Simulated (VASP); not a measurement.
# TiTe2 (P-3m1) in VASP: notebook

Runs on TiTe2. Level: r2SCAN-based global hybrid. Tasks: single point.

Everything below comes from runs of VASP 6.6.1. Logs are shortened: lines on timing, memory, paths and dates and some standing lists are left out, and cuts for length are marked.

### Step 1. The cell of the first run

Symmetry: P-3m1, No. 164, trigonal system. The conventional cell has a = 3.777 Å, b = 3.777 Å, c = 6.498 Å, α = 90.00°, β = 90.00°, γ = 120.00°. Te (site symmetry 3m) has 3 Ti at 2.77 Å within 3.7 Å. Ti (site symmetry -3m) has 6 Te at 2.77 Å within 3.7 Å.

### Step 2. Single point, r2SCAN-based global hybrid

The input, POSCAR:

```
TiTe2
1.0
    3.7770000000      0.0000000000      0.0000000000
   -1.8885000000      3.2709779501      0.0000000000
    0.0000000000      0.0000000000      6.4980000000
Te Ti
2 1
Direct
    0.3333333333      0.6666666667      0.7372000000
    0.6666666667      0.3333333333      0.2628000000
    0.0000000000      0.0000000000      0.0000000000
```

The input, INCAR.step1:

```
SYSTEM = TiTe2
ALGO     = Normal         ! electronic algorithm
EDIFF    = 1E-5           ! SCF threshold, eV
ENCUT    = 520            ! plane-wave cutoff, eV
GGA      = PE             ! functional
ISIF     = 2              ! what is computed and relaxed
ISMEAR   = -1             ! smearing method
LASPH    = .TRUE.         ! aspherical terms in the spheres
LCHARG   = .FALSE.        ! write CHGCAR
LREAL    = .FALSE.        ! projectors in reciprocal space
LUSENCCL = .FALSE.      
LWAVE    = .TRUE.         ! write WAVECAR
NBANDS   = 19             ! bands
NELM     = 60             ! most SCF steps
PREC     = Accurate       ! precision mode
SIGMA    = 0.05           ! smearing width, eV
```

The input, INCAR.step2:

```
SYSTEM = TiTe2
AEXX     = 0.1            ! exact-exchange fraction
ALGO     = Normal         ! electronic algorithm
EDIFF    = 1E-6           ! SCF threshold, eV
ENCUT    = 520            ! plane-wave cutoff, eV
ISIF     = 2              ! what is computed and relaxed
ISMEAR   = -1             ! smearing method
ISTART   = 1            
LASPH    = .TRUE.         ! aspherical terms in the spheres
LCHARG   = .FALSE.        ! write CHGCAR
LHFCALC  = .TRUE.         ! exact exchange
LMIXTAU  = .TRUE.       
LREAL    = .FALSE.        ! projectors in reciprocal space
LUSENCCL = .FALSE.      
LWAVE    = .FALSE.        ! write WAVECAR
METAGGA  = R2SCAN         ! meta-GGA
NBANDS   = 19             ! bands
NELM     = 60             ! most SCF steps
PREC     = Accurate       ! precision mode
PRECFOCK = Normal       
SIGMA    = 0.05           ! smearing width, eV
```

The input, KPOINTS:

```
k-points
0
G
  5 5 3
  0 0 0
```

Potentials or basis: VASP PAW PBE potentials, release 64 (Te, Ti_sv).

Launch:

```
> cat potpaw_PBE.64/Te/POTCAR potpaw_PBE.64/Ti_sv/POTCAR > POTCAR
> cp INCAR.step1 INCAR
> mpirun -np 1 vasp_std > vasp.out
> cp INCAR.step2 INCAR
> mpirun -np 1 vasp_std > vasp.out
```

OUTCAR:

```text
SYSTEM = TiTe2
   AEXX = 0.1
   EDIFF = 1E-6
   ENCUT = 520
   ISIF = 2
   ISMEAR = -1
   ISTART = 1
   LASPH = .TRUE.
   LHFCALC = .TRUE.
   LREAL = .FALSE.
   METAGGA = R2SCAN
   NELM = 60
   PREC = Accurate
   PRECFOCK = Normal

 ion  position               nearest neighbor table
   1  0.333  0.667  0.737-   3 2.77   3 2.77   3 2.77
   2  0.667  0.333  0.263-   3 2.77   3 2.77   3 2.77
   3  0.000  0.000  0.000-   1 2.77   2 2.77   2 2.77   1 2.77   2 2.77   1 2.77

  LATTYP: Found a hexagonal cell.
 ALAT       =     3.7770000000
 C/A-ratio  =     1.7204130262

  Lattice vectors:

 A1 = (   3.7770000000,   0.0000000000,   0.0000000000)
 A2 = (  -1.8885000000,   3.2709779501,   0.0000000000)
 A3 = (   0.0000000000,   0.0000000000,   6.4980000000)

Analysis of symmetry for initial positions (statically):
=====================================================================
 Subroutine PRICEL returns:
 Original cell was already a primitive cell.

 Routine SETGRP: Setting up the symmetry group for a
 hexagonal supercell.

 Subroutine GETGRP returns: Found 12 space group operations
 (whereof 12 operations were pure point group operations)
 out of a pool of 24 trial point group operations.

The static configuration has the point symmetry D_3d.

Analysis of symmetry for dynamics (positions and initial velocities):
=====================================================================
 Subroutine PRICEL returns:
 Original cell was already a primitive cell.

 Routine SETGRP: Setting up the symmetry group for a
 hexagonal supercell.

 Subroutine GETGRP returns: Found 12 space group operations
 (whereof 12 operations were pure point group operations)
 out of a pool of 24 trial point group operations.

The dynamic configuration has the point symmetry D_3d.

 Subroutine INISYM returns: Found 12 space group operations
 (whereof 12 operations are pure point group operations),
 and found     1 'primitive' translations

----------------------------------------------------------------------------------------

                                     Primitive cell

  volume of cell :      80.2794

  direct lattice vectors                    reciprocal lattice vectors
     3.777000000  0.000000000  0.000000000     0.264760392  0.152859484 -0.000000000
    -1.888500000  3.270977950  0.000000000     0.000000000  0.305718967  0.000000000
     0.000000000  0.000000000  6.498000000     0.000000000 -0.000000000  0.153893506

  length of vectors
     3.777000000  3.777000000  6.498000000     0.305718967  0.305718967  0.153893506

  position of ions in fractional coordinates (direct lattice)
     0.333333333  0.666666667  0.737200000
     0.666666667  0.333333333  0.262800000
     0.000000000  0.000000000  0.000000000

  ion indices of the primitive-cell ions
   primitive index   ion index
                 1           1
                 2           2
                 3           3

----------------------------------------------------------------------------------------

 KPOINTS: k-points

Automatic generation of k-mesh.
 Grid dimensions read from file:
 generate k-points for:    5    5    3

 Generating k-lattice:

  Cartesian coordinates                     Fractional coordinates (reciprocal lattice)
     0.052952078  0.030571897 -0.000000000     0.200000000  0.000000000  0.000000000
     0.000000000  0.061143793  0.000000000     0.000000000  0.200000000  0.000000000
     0.000000000 -0.000000000  0.051297835     0.000000000  0.000000000  0.333333333

  Length of vectors
     0.061143793  0.061143793  0.051297835

  Shift w.r.t. Gamma in fractional coordinates (k-lattice)
     0.000000000  0.000000000  0.000000000

 Subroutine IBZKPT returns following result:
 ===========================================

 Found     12 irreducible k-points:

 Following reciprocal coordinates:
            Coordinates               Weight
  0.000000  0.000000  0.000000      1.000000
  0.200000  0.000000  0.000000      6.000000
  0.400000  0.000000  0.000000      6.000000
  0.200000  0.200000  0.000000      6.000000
  0.400000  0.200000  0.000000      6.000000
  0.000000  0.000000  0.333333      2.000000
  0.200000  0.000000  0.333333      6.000000
  0.000000  0.200000  0.333333      6.000000
  0.400000  0.000000  0.333333      6.000000
  0.000000  0.400000  0.333333      6.000000
  0.200000  0.200000  0.333333     12.000000
  0.400000  0.200000  0.333333     12.000000
   k-points           NKPTS =     12   k-points in BZ     NKDIM =     75   number of bands    NBANDS=     19
   number of dos      NEDOS =    301   number of ions     NIONS =      3
   total plane-waves  NPLWV =  37632
   dimension x,y,z NGX =    28 NGY =   28 NGZ =   48
   dimension x,y,z NGXF=    56 NGYF=   56 NGZF=   96
   ions per type =               2   1
   NGX,Y,Z   is equivalent  to a cutoff of  12.32, 12.32, 12.28 a.u.
   NGXF,Y,Z  is equivalent  to a cutoff of  24.65, 24.65, 24.56 a.u.
 SYSTEM =  TiTe2
   PREC   = accura    normal or accurate (medium, high low for compatibility)
   ISTART =      1    job   : 0-new  1-cont  2-samecut
   ICHARG =      0    charge: 1-file 2-atom 10-const
   ISPIN  =      1    spin polarized calculation?
   LNONCOLLINEAR =      F non collinear calculations
   LSORBIT =      F    spin-orbit coupling
   LASPH  =      T    aspherical Exc in radial PAW
   ENCUT  =  520.0 eV  38.22 Ry    6.18 a.u.   7.02  7.02 12.08*2*pi/ulx,y,z
   NELM   =     60;   NELMIN=  2; NELMDL=  0     # of ELM steps
   EDIFF  = 0.1E-05   stopping-criterion for ELM
   LREAL  =      F    real-space projection
   EDIFFG = 0.1E-04   stopping-criterion for IOM
   NSW    =      0    number of steps for IOM
   IBRION =     -1    ionic relax: 0-MD 1-quasi-New 2-CG
   NFREE  =      0    steps in history (QN), initial steepest desc. (CG)
   ISIF   =      2    stress and relaxation
   ISYM   =      3    0-nonsym 1-usesym 2-fastsym
   POTIM  = 0.5000    time-step for ionic-motion
   TEBEG  =    0.0;   TEEND  =   0.0 temperature during run
   PSTRESS=    0.0 pullay stress
   NELECT =      24.0000    total number of electrons
   NUPDOWN=      -1.0000    fix difference up-down
   EMIN   =  10.00;   EMAX   =-10.00  energy-range for DOS
   EFERMI =   0.00;   METHOD = LEGACY
   ISMEAR =    -1;   SIGMA  =   0.05  broadening in eV -4-tet -1-fermi 0-gaus
   EFERMI_NEDOS =   21; number of points for ismear=-14 and -15
   IALGO  =     38    algorithm
   IMIX   =      1    mixing-type and parameters
     AMIX     =   0.40;   BMIX     =  1.00
     AMIX_MAG =   1.60;   BMIX_MAG =  1.00
  volume/ion in A,a.u.               =      26.76       180.58
  Fermi-wavevector in a.u.,A,eV,Ry     =   1.094655  2.068597 16.303438  1.198269
  Thomas-Fermi vector in A             =   2.230964
   LORBIT       =      0    0 simple, 1 ext, 2 COOP (PROOUT), +10 PAW based schemes
   METAGGA = R2SCAN    functional components
   LHFCALC =     T    Hartree Fock is set to
   PRECFOCK=normal    Normal, Fast or Accurate (Low or Medium for compatibility)
   ENCUT4O =  -1.0   cutoff for four orbital integrals eV
   NKREDX  =     1    reduce k-point grid by
   NKREDY  =     1    reduce k-point grid by
   NKREDZ  =     1    reduce k-point grid by
   AEXX    =    0.1000 exact exchange contribution
   HFSCREEN=    0.0000 screening length (either q_TF or 0.3 A-1)
   HFSCREENC=   0.0000 screening length for correlation (either q_TF or 0.3 A-1)
   ENCUTFOCK=  -1.0 apply spherical cutoff to Coloumb kernel
   IVDW    =     0    specifies the selected vdW correction
   LEPSILON=     F    determine dielectric tensor
   LRPA    =     F    only Hartree local field effects (RPA)
 non-spin polarized calculation
  energy-cutoff  :      520.00
  volume of cell :       80.28
 maximum number of plane-waves:      2172
  NGX = 24; NGY = 24; NGZ = 40

 number of electron      23.9999998 magnetization

 Free energy of the ion-electron system (eV)
  ---------------------------------------------------
  ext. energy  EPLUGINS =         0.00000000
  ---------------------------------------------------
  free energy    TOTEN  =       -63.55847142 eV

  energy without entropy =      -63.55370814  energy(sigma->0) =      -63.55608978

 E-fermi :   6.9355     XC(G=0):  -9.4509

 val. band max:        6.6509817095   @ k =   0.4000   0.0000   0.3333
 cond. band min:       7.0370586585   @ k =   0.0000   0.4000   0.3333
 fundamental gap:      0.3860769490
 Fermi energy:         6.9355021896

 k-point     1 :       0.0000    0.0000    0.0000
  band No.  band energies     occupation
      1     -55.1695      2.00000
      2     -29.8453      2.00000
      3     -29.8453      2.00000
      4     -29.8283      2.00000
      5      -6.8995      2.00000
      6      -5.2410      2.00000
[... 11 lines left out ...]
     18      12.5907      0.00000
     19      13.6713      0.00000

 k-point     2 :       0.2000    0.0000    0.0000
  band No.  band energies     occupation
      1     -55.1684      2.00000
      2     -29.8622      2.00000
      3     -29.8494      2.00000
      4     -29.8251      2.00000
      5      -6.4298      2.00000
      6      -5.0125      2.00000
[... 11 lines left out ...]
     18      13.4436      0.00000
     19      14.5514      0.00000

 k-point     3 :       0.4000    0.0000    0.0000
  band No.  band energies     occupation
      1     -55.1664      2.00000
      2     -29.8897      2.00000
      3     -29.8558      2.00000
      4     -29.8195      2.00000
      5      -5.3252      2.00000
      6      -4.6881      2.00000
[... 11 lines left out ...]
     18      12.9401      0.00000
     19      13.0802      0.00000

 k-point     4 :       0.2000    0.2000    0.0000
  band No.  band energies     occupation
      1     -55.1668      2.00000
      2     -29.8800      2.00000
      3     -29.8591      2.00000
      4     -29.8207      2.00000
      5      -5.6283      2.00000
      6      -4.7053      2.00000
[... 143 lines left out ...]
     18      11.6400      0.00000
     19      12.9225      0.00000

 k-point    11 :       0.2000    0.2000    0.3333
  band No.  band energies     occupation
      1     -55.1668      2.00000
      2     -29.8800      2.00000
      3     -29.8591      2.00000
      4     -29.8206      2.00000
      5      -5.4243      2.00000
      6      -4.9665      2.00000
[... 11 lines left out ...]
     18      13.3391      0.00000
     19      13.8201      0.00000

 k-point    12 :       0.4000    0.2000    0.3333
  band No.  band energies     occupation
      1     -55.1658      2.00000
      2     -29.8883      2.00000
      3     -29.8676      2.00000
      4     -29.8178      2.00000
      5      -4.8038      2.00000
      6      -4.6392      2.00000
[... 11 lines left out ...]
     18      12.4284      0.00000
     19      13.7730      0.00000

------------------------ aborting loop because EDIFF is reached ----------------------------------------

  FORCE on cell =-STRESS in cart. coord.  units (eV):
  Direction    XX          YY          ZZ          XY          YZ          ZX
  --------------------------------------------------------------------------------------
  -------------------------------------------------------------------------------------
  Total        0.2354425      0.2354425      0.1435645     -0.0000000      0.0000000      0.0000000
  in kB        4.6988461      4.6988461      2.8651891     -0.0000000      0.0000000      0.0000000
  external PRESSURE =       4.0876271 kB  Pullay stress =       0.0000000 kB

 VOLUME and BASIS-vectors are now :
 -----------------------------------------------------------------------------
  energy-cutoff  :      520.00
  volume of cell :       80.28
      direct lattice vectors                 reciprocal lattice vectors
     3.777000000  0.000000000  0.000000000     0.264760392  0.152859484 -0.000000000
    -1.888500000  3.270977950  0.000000000     0.000000000  0.305718967  0.000000000
     0.000000000  0.000000000  6.498000000     0.000000000 -0.000000000  0.153893506

 POSITION                                       TOTAL-FORCE (eV/Angst)
 -----------------------------------------------------------------------------------
     -0.00000      2.18065      4.79033         0.000000     -0.000000      0.293176
      1.88850      1.09033      1.70767        -0.000000      0.000000     -0.293176
      0.00000      0.00000      0.00000        -0.000000      0.000000      0.000000
 -----------------------------------------------------------------------------------
    total drift:                                0.000000     -0.000000      0.000000

  FREE ENERGIE OF THE ION-ELECTRON SYSTEM (eV)
  ---------------------------------------------------
  free  energy   TOTEN  =       -63.5584714241 eV

  energy  without entropy=      -63.5537081398  energy(sigma->0) =      -63.55608978
```

Run time: 16 min. Hardware: 1 × NVIDIA H100 80GB with 1 thread of AMD EPYC 7R13 (Zen 3), shared host; peak memory 1.2 GiB.

What came out:

| Quantity | Value |
| --- | --- |
| Free energy | -63.5585 eV |
| Pressure | 0.4 GPa |
| Largest force | 0.293 eV/Å |
| Band gap on the k mesh | zero (band 12 reaches 7.44 eV, above the bottom of band 13 at 6.65 eV) |

Forces on the atoms (eV/Å):
```
Te   0.000  0.000  0.293
Te   0.000  0.000 -0.293
Ti   0.000  0.000  0.000
```

Stress tensor (GPa, compression positive):
```
0.47 0.00 0.00
0.00 0.47 0.00
0.00 0.00 0.29
```

Levels at points of the mesh, in eV from the Fermi level:
| k point | band 9 | band 10 | band 11 | band 12 | band 13 | band 14 | band 15 | band 16 |
| --- | --- | --- | --- | --- | --- | --- | --- | --- |
| (0.00, 0.00, 0.00) | -2.44 | 0.34 | 0.51 | 0.51 | 0.59 | 0.93 | 0.93 | 3.24 |

Caveat: the k points lie up to 0.38 Å⁻¹ apart; the PAW data sets were made with another functional, which shifts forces and pressure a little; spin-orbit coupling is left out, which moves the levels of the heavy elements.

### Step 3. Single point, r2SCAN-based global hybrid

POSCAR is that of step 2.

The input, INCAR.step1:

```
PREC = Accurate
ENCUT = 520
EDIFF = 1E-5
ISMEAR = -1
SIGMA = 0.05
LREAL = F
LASPH = T
NELM = 100
ALGO = Normal
ISIF = 2
LWAVE = T
LCHARG = F
GGA = PE
NBANDS = 19
LUSENCCL = F
```

The input, INCAR.step2:

```
PREC = Accurate
ENCUT = 520
EDIFF = 1E-7
ISMEAR = -1
SIGMA = 0.05
LREAL = F
LASPH = T
NELM = 100
ALGO = Normal
ISIF = 2
LWAVE = F
LCHARG = F
METAGGA = R2SCAN
LHFCALC = T
AEXX = 0.15
LMIXTAU = T
PRECFOCK = Normal
ISTART = 1
NBANDS = 19
LUSENCCL = F
```

The input, KPOINTS:

```
Automatic mesh
0
Gamma
  5 5 3
```

Potentials or basis: VASP PAW PBE potentials, release 64 (Te, Ti_sv).

Launch:

```
> cat potpaw_PBE.64/Te/POTCAR potpaw_PBE.64/Ti_sv/POTCAR > POTCAR
> cp INCAR.step1 INCAR
> mpirun -np 1 vasp_std > vasp.out
> cp INCAR.step2 INCAR
> mpirun -np 1 vasp_std > vasp.out
```

It used 670 s of CPU time on 1 × NVIDIA H100 80GB with 1 thread of AMD EPYC 7R13 Processor (Zen 3), with other jobs on the host.

Results (log left out):

* Free energy: -62.2506 eV
* Pressure: 0.1 GPa
* Largest force: 0.349 eV/Å
* Band gap on the k mesh: zero (band 12 reaches 7.57 eV, above the bottom of band 13 at 6.65 eV)

Forces on the atoms (eV/Å):
```
Te   0.000  0.000  0.349
Te   0.000  0.000 -0.349
Ti   0.000  0.000  0.000
```

Stress tensor (GPa, compression positive):
```
 0.14  0.00  0.00
 0.00  0.14  0.00
 0.00  0.00 -0.04
```

Levels at points of the mesh, in eV from the Fermi level:
```csv
k point,band 9,band 10,band 11,band 12,band 13,band 14,band 15,band 16
"(0.00, 0.00, 0.00)",-2.71,0.25,0.55,0.55,0.66,0.88,0.88,3.30
```

Caveat: the k points lie up to 0.38 Å⁻¹ apart; the PAW data sets were made with another functional, which shifts forces and pressure a little; spin-orbit coupling is left out, which moves the levels of the heavy elements.

### Step 4. Single point, r2SCAN-based global hybrid

POSCAR is that of step 3.

The input, INCAR.step1:

```
ALGO = Normal
EDIFF = 1E-5
ENCUT = 520
GGA = PE
ISIF = 2
ISMEAR = -1
LASPH = T
LCHARG = F
LREAL = F
LUSENCCL = F
LWAVE = T
NBANDS = 19
NELM = 60
PREC = Accurate
SIGMA = 0.05
```

The input, INCAR.step2:

```
AEXX = 0.25
ALGO = Normal
EDIFF = 1E-6
ENCUT = 520
ISIF = 2
ISMEAR = -1
ISTART = 1
LASPH = T
LCHARG = F
LHFCALC = T
LMIXTAU = T
LREAL = F
LUSENCCL = F
LWAVE = F
METAGGA = R2SCAN
NBANDS = 19
NELM = 60
PREC = Accurate
PRECFOCK = Normal
SIGMA = 0.05
```

The input, KPOINTS:

```
k-points
0
Gamma
  5 5 3
```

Launch:

```
> cat potpaw_PBE.64/Te/POTCAR potpaw_PBE.64/Ti_sv/POTCAR > POTCAR
> cp INCAR.step1 INCAR
> mpirun -np 1 vasp_std > vasp.out
> cp INCAR.step2 INCAR
> mpirun -np 1 vasp_std > vasp.out
```

Run time: 18 min. Hardware: 1 × NVIDIA H100 80GB with 1 thread of AMD EPYC 7R13 (Zen 3), shared host; peak memory 1.2 GiB.

Results (log left out):

| Quantity | Value |
| --- | --- |
| Free energy | -59.7147 eV |
| Pressure | -0.4 GPa |
| Largest force | 0.471 eV/Å |
| Band gap on the k mesh | zero (band 12 reaches 7.82 eV, above the bottom of band 13 at 6.67 eV) |

Forces on the atoms (eV/Å):
```
Te   0.000  0.000  0.471
Te   0.000  0.000 -0.471
Ti   0.000  0.000  0.000
```

Stress tensor (GPa, compression positive):
```
-0.53  0.00  0.00
 0.00 -0.53  0.00
 0.00  0.00 -0.15
```

Levels at points of the mesh, in eV from the Fermi level:
| k point | band 10 | band 11 | band 12 | band 13 | band 14 | band 15 |
| --- | --- | --- | --- | --- | --- | --- |
| (0.00, 0.00, 0.00) | -0.30 | 0.80 | 0.80 | 0.96 | 0.96 | 0.97 |

Caveat: the k points lie up to 0.38 Å⁻¹ apart; the PAW data sets were made with another functional, which shifts forces and pressure a little; spin-orbit coupling is left out, which moves the levels of the heavy elements.

### Step 5. Overview

```tsv
share of exact exchange	gap on the mesh (eV)	pressure (GPa)	largest force (eV/Å)
0.1	none	0.4	0.29
0.15	none	0.1	0.35
0.25	none	-0.4	0.47
```

Alike in all rows: task single point; level r2SCAN-based global hybrid; potentials or basis VASP PAW PBE potentials, release 64 (Te, Ti_sv); no spin polarisation; cell as given; k mesh 5 × 5 × 3; cutoff (eV) 520; smearing fermi-dirac 0.05 eV.

Caveats: all runs use coarse meshes; the PAW data sets were made with another functional, which shifts forces and pressure a little; spin-orbit coupling is left out, which moves the levels of the heavy elements.

Absolute energies hang on the potentials; compare differences alone.
